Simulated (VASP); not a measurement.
# CdS (P6_3mc) in VASP: further runs

CdS is run at these levels: PBE, r2SCAN; tasks: single point.

Program: VASP 6.6.1. These are calculated values, not measurements. Logs are shortened: lines on timing, memory, paths and dates and some standing lists are left out, and cuts for length are marked.

## Step 1: The cell of the first run

The structure is hexagonal, space group P6_3mc (No. 186). The conventional cell has a = 4.165 Å, b = 4.165 Å, c = 6.766 Å, α = 90.00°, β = 90.00°, γ = 120.00°. Within 3.4 Å of Cd (site symmetry 3m) lie 4 S at 2.54 to 2.55 Å. S (site symmetry 3m) has 4 Cd at 2.54 to 2.55 Å within 3.4 Å.

## Step 2: Single point, PBE

Contents of INCAR:

```
SYSTEM = CdS
PREC = Accurate ; ENCUT = 520
EDIFF = 1E-6 ; ISMEAR = 0
SIGMA = 0.01 ; LREAL = .FALSE.
LASPH = .TRUE. ; NELM = 80
ALGO = Normal ; ISIF = 2
LWAVE = .FALSE. ; LCHARG = .FALSE.
GGA = PE ; NBANDS = 26
```

Contents of KPOINTS:

```
regular mesh
0
G
  6 6 2
  0 0 0
```

Contents of POSCAR:

```
CdS
1.0
    4.1646012827      0.0000000000      0.0000000000
   -2.0823006414      3.6066505075      0.0000000000
    0.0000000000      0.0000000000      6.7660104900
Cd S
2 2
Direct
    0.3333333333      0.6666666667     -0.0009631164
    0.6666666667      0.3333333333      0.4990368836
    0.3333333333      0.6666666667      0.3759631164
    0.6666666667      0.3333333333      0.8759631164
```

Potentials or basis: VASP PAW PBE potentials, release 64 (Cd, S).

On the command line:

```sh
$ cat potpaw_PBE.64/Cd/POTCAR potpaw_PBE.64/S/POTCAR > POTCAR
$ mpirun -np 1 vasp_std > vasp.out
```

OUTCAR:

```text
SYSTEM = CdS
   PREC = Accurate
   ENCUT = 520
   EDIFF = 1E-6
   ISMEAR = 0
   LREAL = .FALSE.
   LASPH = .TRUE.
   NELM = 80
   ISIF = 2
   GGA = PE

 ion  position               nearest neighbor table
   1  0.333  0.667  0.999-   4 2.54   4 2.54   4 2.54   3 2.55
   2  0.667  0.333  0.499-   3 2.54   3 2.54   3 2.54   4 2.55
   3  0.333  0.667  0.376-   2 2.54   2 2.54   2 2.54   1 2.55
   4  0.667  0.333  0.876-   1 2.54   1 2.54   1 2.54   2 2.55

  LATTYP: Found a hexagonal cell.
 ALAT       =     4.1646012827
 C/A-ratio  =     1.6246478428

  Lattice vectors:

 A1 = (   4.1646012827,   0.0000000000,   0.0000000000)
 A2 = (  -2.0823006414,   3.6066505075,   0.0000000000)
 A3 = (   0.0000000000,   0.0000000000,   6.7660104900)

Analysis of symmetry for initial positions (statically):
=====================================================================
 Subroutine PRICEL returns:
 Original cell was already a primitive cell.

 Routine SETGRP: Setting up the symmetry group for a
 hexagonal supercell.

 Subroutine GETGRP returns: Found 12 space group operations
 (whereof  6 operations were pure point group operations)
 out of a pool of 24 trial point group operations.

The static configuration has the point symmetry C_3v.
 The point group associated with its full space group is C_6v.

Analysis of symmetry for dynamics (positions and initial velocities):
=====================================================================
 Subroutine PRICEL returns:
 Original cell was already a primitive cell.

 Routine SETGRP: Setting up the symmetry group for a
 hexagonal supercell.

 Subroutine GETGRP returns: Found 12 space group operations
 (whereof  6 operations were pure point group operations)
 out of a pool of 24 trial point group operations.

The dynamic configuration has the point symmetry C_3v.
 The point group associated with its full space group is C_6v.

 Subroutine INISYM returns: Found 12 space group operations
 (whereof  6 operations are pure point group operations),
 and found     1 'primitive' translations

----------------------------------------------------------------------------------------

                                     Primitive cell

  volume of cell :     101.6272

  direct lattice vectors                    reciprocal lattice vectors
     4.164601283  0.000000000  0.000000000     0.240119025  0.138632784  0.000000000
    -2.082300641  3.606650507  0.000000000     0.000000000  0.277265568  0.000000000
     0.000000000  0.000000000  6.766010490     0.000000000  0.000000000  0.147797583

  length of vectors
     4.164601283  4.164601283  6.766010490     0.277265568  0.277265568  0.147797583

  position of ions in fractional coordinates (direct lattice)
     0.333333333  0.666666667  0.999036884
     0.666666667  0.333333333  0.499036884
     0.333333333  0.666666667  0.375963116
     0.666666667  0.333333333  0.875963116

  ion indices of the primitive-cell ions
   primitive index   ion index
                 1           1
                 2           2
                 3           3
                 4           4

----------------------------------------------------------------------------------------

 KPOINTS: regular mesh

Automatic generation of k-mesh.
 Grid dimensions read from file:
 generate k-points for:    6    6    2

 Generating k-lattice:

  Cartesian coordinates                     Fractional coordinates (reciprocal lattice)
     0.040019838  0.023105464  0.000000000     0.166666667  0.000000000  0.000000000
     0.000000000  0.046210928  0.000000000     0.000000000  0.166666667  0.000000000
     0.000000000  0.000000000  0.073898792     0.000000000  0.000000000  0.500000000

  Length of vectors
     0.046210928  0.046210928  0.073898792

  Shift w.r.t. Gamma in fractional coordinates (k-lattice)
     0.000000000  0.000000000  0.000000000

 Subroutine IBZKPT returns following result:
 ===========================================

 Found     14 irreducible k-points:

 Following reciprocal coordinates:
            Coordinates               Weight
  0.000000  0.000000  0.000000      1.000000
  0.166667  0.000000  0.000000      6.000000
  0.333333  0.000000  0.000000      6.000000
  0.500000  0.000000  0.000000      3.000000
  0.166667  0.166667  0.000000      6.000000
  0.333333  0.166667  0.000000     12.000000
  0.333333  0.333333  0.000000      2.000000
  0.000000  0.000000  0.500000      1.000000
  0.166667  0.000000  0.500000      6.000000
  0.333333  0.000000  0.500000      6.000000
  0.500000  0.000000  0.500000      3.000000
  0.166667  0.166667  0.500000      6.000000
  0.333333  0.166667  0.500000     12.000000
  0.333333  0.333333  0.500000      2.000000
   k-points           NKPTS =     14   k-points in BZ     NKDIM =     14   number of bands    NBANDS=     26
   number of dos      NEDOS =    301   number of ions     NIONS =      4
   total plane-waves  NPLWV =  51200
   dimension x,y,z NGX =    32 NGY =   32 NGZ =   50
   dimension x,y,z NGXF=    64 NGYF=   64 NGZF=  100
   ions per type =               2   2
   NGX,Y,Z   is equivalent  to a cutoff of  12.77, 12.77, 12.29 a.u.
   NGXF,Y,Z  is equivalent  to a cutoff of  25.55, 25.55, 24.57 a.u.
 SYSTEM =  CdS
   PREC   = accura    normal or accurate (medium, high low for compatibility)
   ISTART =      0    job   : 0-new  1-cont  2-samecut
   ICHARG =      2    charge: 1-file 2-atom 10-const
   ISPIN  =      1    spin polarized calculation?
   LNONCOLLINEAR =      F non collinear calculations
   LSORBIT =      F    spin-orbit coupling
   LASPH  =      T    aspherical Exc in radial PAW
   ENCUT  =  520.0 eV  38.22 Ry    6.18 a.u.   7.74  7.74 12.58*2*pi/ulx,y,z
   NELM   =     80;   NELMIN=  2; NELMDL= -5     # of ELM steps
   EDIFF  = 0.1E-05   stopping-criterion for ELM
   LREAL  =      F    real-space projection
   EDIFFG = 0.1E-04   stopping-criterion for IOM
   NSW    =      0    number of steps for IOM
   IBRION =     -1    ionic relax: 0-MD 1-quasi-New 2-CG
   NFREE  =      0    steps in history (QN), initial steepest desc. (CG)
   ISIF   =      2    stress and relaxation
   ISYM   =      2    0-nonsym 1-usesym 2-fastsym
   POTIM  = 0.5000    time-step for ionic-motion
   TEBEG  =    0.0;   TEEND  =   0.0 temperature during run
   PSTRESS=    0.0 pullay stress
   NELECT =      36.0000    total number of electrons
   NUPDOWN=      -1.0000    fix difference up-down
   EMIN   =  10.00;   EMAX   =-10.00  energy-range for DOS
   EFERMI =   0.00;   METHOD = LEGACY
   ISMEAR =     0;   SIGMA  =   0.01  broadening in eV -4-tet -1-fermi 0-gaus
   EFERMI_NEDOS =   21; number of points for ismear=-14 and -15
   IALGO  =     38    algorithm
   IMIX   =      4    mixing-type and parameters
     AMIX     =   0.40;   BMIX     =  1.00
     AMIX_MAG =   1.60;   BMIX_MAG =  1.00
  volume/ion in A,a.u.               =      25.41       171.45
  Fermi-wavevector in a.u.,A,eV,Ry     =   1.158348  2.188960 18.255881  1.341769
  Thomas-Fermi vector in A             =   2.294951
   LORBIT       =      0    0 simple, 1 ext, 2 COOP (PROOUT), +10 PAW based schemes
   GGA     = PE    functional components
   LHFCALC =     F    Hartree Fock is set to
   AEXX    =    0.0000 exact exchange contribution
   IVDW    =     0    specifies the selected vdW correction
   LEPSILON=     F    determine dielectric tensor
   LRPA    =     F    only Hartree local field effects (RPA)
 non-spin polarized calculation
 Gauss-broadening in eV      SIGMA  =   0.01
  energy-cutoff  :      520.00
  volume of cell :      101.63
 maximum number of plane-waves:      2786
 NGX is ok and might be reduce to    32
   NGX = 15   NGY = 15   NGZ = 25

 number of electron      35.9999998 magnetization

 Free energy of the ion-electron system (eV)
  ---------------------------------------------------
  ext. energy  EPLUGINS =         0.00000000
  ---------------------------------------------------
  free energy    TOTEN  =       -12.28044551 eV

  energy without entropy =      -12.28044551  energy(sigma->0) =      -12.28044551

 E-fermi :   1.1913     XC(G=0):  -9.0320

 val. band max:        1.1095618445   @ k =   0.0000   0.0000   0.0000
 cond. band min:       2.2844312371   @ k =   0.0000   0.0000   0.0000
 fundamental gap:      1.1748693927
 Fermi energy:         1.1912948189

 k-point     1 :       0.0000    0.0000    0.0000
  band No.  band energies     occupation
      1     -11.1174      2.00000
      2     -10.7068      2.00000
      3      -6.5130      2.00000
      4      -6.5085      2.00000
      5      -6.5085      2.00000
      6      -6.4291      2.00000
[... 18 lines left out ...]
     25       8.6778      0.00000
     26       8.7643      0.00000

 k-point     2 :       0.1667    0.0000    0.0000
  band No.  band energies     occupation
      1     -11.0272      2.00000
      2     -10.6680      2.00000
      3      -6.4840      2.00000
      4      -6.4728      2.00000
      5      -6.4367      2.00000
      6      -6.3831      2.00000
[... 18 lines left out ...]
     25       8.6231      0.00000
     26       9.2424      0.00000

 k-point     3 :       0.3333    0.0000    0.0000
  band No.  band energies     occupation
      1     -10.8323      2.00000
      2     -10.6035      2.00000
      3      -6.4330      2.00000
      4      -6.4180      2.00000
      5      -6.2983      2.00000
      6      -6.2755      2.00000
[... 18 lines left out ...]
     25       9.4376      0.00000
     26       9.8899      0.00000

 k-point     4 :       0.5000    0.0000    0.0000
  band No.  band energies     occupation
      1     -10.7173      2.00000
      2     -10.5886      2.00000
      3      -6.4180      2.00000
      4      -6.4012      2.00000
      5      -6.2271      2.00000
      6      -6.2227      2.00000
[... 18 lines left out ...]
     25       9.4866      0.00000
     26      11.1709      0.00000

 k-point     5 :       0.1667    0.1667    0.0000
  band No.  band energies     occupation
      1     -10.8839      2.00000
      2     -10.6173      2.00000
      3      -6.4400      2.00000
      4      -6.4292      2.00000
      5      -6.3242      2.00000
      6      -6.3218      2.00000
[... 18 lines left out ...]
     25       9.1956      0.00000
     26       9.7365      0.00000

 k-point     6 :       0.3333    0.1667    0.0000
  band No.  band energies     occupation
      1     -10.7187      2.00000
      2     -10.5891      2.00000
      3      -6.4304      2.00000
      4      -6.3738      2.00000
      5      -6.2482      2.00000
      6      -6.2358      2.00000
[... 18 lines left out ...]
     25       9.6203      0.00000
     26      10.1595      0.00000

 k-point     7 :       0.3333    0.3333    0.0000
  band No.  band energies     occupation
      1     -10.6227      2.00000
      2     -10.6227      2.00000
      3      -6.4457      2.00000
      4      -6.2806      2.00000
      5      -6.2806      2.00000
      6      -6.2206      2.00000
[... 18 lines left out ...]
     25       9.7345      0.00000
     26       9.7345      0.00000

 k-point     8 :       0.0000    0.0000    0.5000
  band No.  band energies     occupation
      1     -10.9082      2.00000
      2     -10.9082      2.00000
      3      -6.4751      2.00000
      4      -6.4751      2.00000
      5      -6.4751      2.00000
      6      -6.4751      2.00000
[... 18 lines left out ...]
     25       7.9346      0.00000
     26       7.9346      0.00000

 k-point     9 :       0.1667    0.0000    0.5000
  band No.  band energies     occupation
      1     -10.8419      2.00000
      2     -10.8419      2.00000
      3      -6.4355      2.00000
      4      -6.4355      2.00000
      5      -6.4298      2.00000
      6      -6.4298      2.00000
[... 18 lines left out ...]
     25       8.4255      0.00000
     26       8.4255      0.00000

 k-point    10 :       0.3333    0.0000    0.5000
  band No.  band energies     occupation
      1     -10.7091      2.00000
      2     -10.7091      2.00000
      3      -6.3903      2.00000
      4      -6.3903      2.00000
      5      -6.3455      2.00000
      6      -6.3455      2.00000
[... 18 lines left out ...]
     25       9.2548      0.00000
     26       9.2548      0.00000

 k-point    11 :       0.5000    0.0000    0.5000
  band No.  band energies     occupation
      1     -10.6431      2.00000
      2     -10.6431      2.00000
      3      -6.3870      2.00000
      4      -6.3870      2.00000
      5      -6.3099      2.00000
      6      -6.3099      2.00000
[... 18 lines left out ...]
     25       9.5086      0.00000
     26       9.5086      0.00000

 k-point    12 :       0.1667    0.1667    0.5000
  band No.  band energies     occupation
      1     -10.7425      2.00000
      2     -10.7425      2.00000
      3      -6.3901      2.00000
      4      -6.3901      2.00000
      5      -6.3647      2.00000
      6      -6.3647      2.00000
[... 18 lines left out ...]
     25       9.0964      0.00000
     26       9.0964      0.00000

 k-point    13 :       0.3333    0.1667    0.5000
  band No.  band energies     occupation
      1     -10.6440      2.00000
      2     -10.6440      2.00000
      3      -6.3631      2.00000
      4      -6.3631      2.00000
      5      -6.3185      2.00000
      6      -6.3185      2.00000
[... 18 lines left out ...]
     25       9.5583      0.00000
     26       9.5583      0.00000

 k-point    14 :       0.3333    0.3333    0.5000
  band No.  band energies     occupation
      1     -10.6123      2.00000
      2     -10.6123      2.00000
      3      -6.3337      2.00000
      4      -6.3337      2.00000
      5      -6.3181      2.00000
      6      -6.3181      2.00000
[... 18 lines left out ...]
     25      10.4443      0.00000
     26      10.4443      0.00000

------------------------ aborting loop because EDIFF is reached ----------------------------------------

  FORCE on cell =-STRESS in cart. coord.  units (eV):
  Direction    XX          YY          ZZ          XY          YZ          ZX
  --------------------------------------------------------------------------------------
  -------------------------------------------------------------------------------------
  Total        1.0558393      1.0558393      1.0811765     -0.0000000      0.0000000      0.0000000
  in kB       16.6455538     16.6455538     17.0450002     -0.0000000      0.0000000      0.0000000
  external PRESSURE =      16.7787026 kB  Pullay stress =       0.0000000 kB

 VOLUME and BASIS-vectors are now :
 -----------------------------------------------------------------------------
  energy-cutoff  :      520.00
  volume of cell :      101.63
      direct lattice vectors                 reciprocal lattice vectors
     4.164601283  0.000000000  0.000000000     0.240119025  0.138632784  0.000000000
    -2.082300641  3.606650507  0.000000000     0.000000000  0.277265568  0.000000000
     0.000000000  0.000000000  6.766010490     0.000000000  0.000000000  0.147797583

 POSITION                                       TOTAL-FORCE (eV/Angst)
 -----------------------------------------------------------------------------------
     -0.00000      2.40443      6.75949        -0.000000     -0.000000      0.003328
      2.08230      1.20222      3.37649         0.000000      0.000000      0.003328
     -0.00000      2.40443      2.54377        -0.000000     -0.000000     -0.003328
      2.08230      1.20222      5.92678         0.000000      0.000000     -0.003328
 -----------------------------------------------------------------------------------
    total drift:                               -0.000000     -0.000000     -0.001034

  FREE ENERGIE OF THE ION-ELECTRON SYSTEM (eV)
  ---------------------------------------------------
  free  energy   TOTEN  =       -12.2804455114 eV

  energy  without entropy=      -12.2804455114  energy(sigma->0) =      -12.28044551
```

Run time: 34 s. Hardware: 1 thread of Intel Xeon 6975P-C, shared host; peak memory 0.22 GiB.

Results:

- Free energy: -12.2804 eV
- Pressure: 1.7 GPa
- Largest force: 0.003 eV/Å
- Band gap on the k mesh: 1.17 eV, direct

Forces on the atoms (eV/Å):
```
Cd   0.000  0.000  0.003
Cd   0.000  0.000  0.003
S    0.000  0.000 -0.003
S    0.000  0.000 -0.003
```

Levels at points of the mesh, in eV from the valence-band top:
```
           k point  band 14  band 15  band 16  band 17  band 18  band 19  band 20  band 21  band 22  band 23
(0.00, 0.00, 0.00)    -0.73    -0.73    -0.04     0.00     0.00     1.17     2.76     6.48     6.48     6.80
(0.50, 0.00, 0.00)    -3.44    -2.55    -1.81    -1.24    -0.73     3.68     3.88     5.12     6.35     7.04
(0.00, 0.00, 0.50)    -2.41    -0.38    -0.38    -0.38    -0.38     2.81     2.81     6.17     6.17     6.82
(0.50, 0.00, 0.50)    -4.03    -1.30    -1.30    -1.27    -1.27     3.48     3.48     5.37     5.37     7.87
```

Caveat: the k points lie up to 0.46 Å⁻¹ apart.

## Step 3: Single point, PBE

Contents of INCAR:

```
SYSTEM = CdS
PREC = Accurate ; ENCUT = 520
EDIFF = 1E-6 ; ISMEAR = 0
SIGMA = 0.01 ; LREAL = .False.
LASPH = .True. ; NELM = 80
ALGO = Normal ; ISIF = 2
LWAVE = .False. ; LCHARG = .False.
GGA = PE ; NBANDS = 26
```

Contents of KPOINTS:

```
Automatic mesh
0
Gamma
  6 6 4
  0 0 0
```

POSCAR is that of step 2.

Potentials or basis: VASP PAW PBE potentials, release 64 (Cd, S).

On the command line:

```sh
$ cat potpaw_PBE.64/Cd/POTCAR potpaw_PBE.64/S/POTCAR > POTCAR
$ mpirun -np 1 vasp_std > vasp.out
```

Wall time 50 s (1 thread of Intel Xeon 6975P-C, shared host); peak memory 0.23 GiB.

The run converged. Its results:

```yaml
Free_energy: -12.2815 eV
Pressure: 1.7 GPa
Band_gap_on_the_k_mesh: 1.17 eV, direct
```

Levels at points of the mesh, in eV from the valence-band top:
```tsv
k point	band 14	band 15	band 16	band 17	band 18	band 19	band 20	band 21	band 22	band 23
(0.00, 0.00, 0.00)	-0.73	-0.73	-0.04	0.00	0.00	1.17	2.76	6.48	6.48	6.80
(0.50, 0.00, 0.00)	-3.44	-2.55	-1.81	-1.24	-0.73	3.68	3.88	5.12	6.35	7.04
(0.00, 0.00, 0.50)	-2.41	-0.38	-0.38	-0.38	-0.38	2.81	2.81	6.17	6.17	6.82
(0.50, 0.00, 0.50)	-4.03	-1.30	-1.30	-1.27	-1.27	3.48	3.48	5.37	5.37	7.87
```

(Continued in part 2 of 2.)
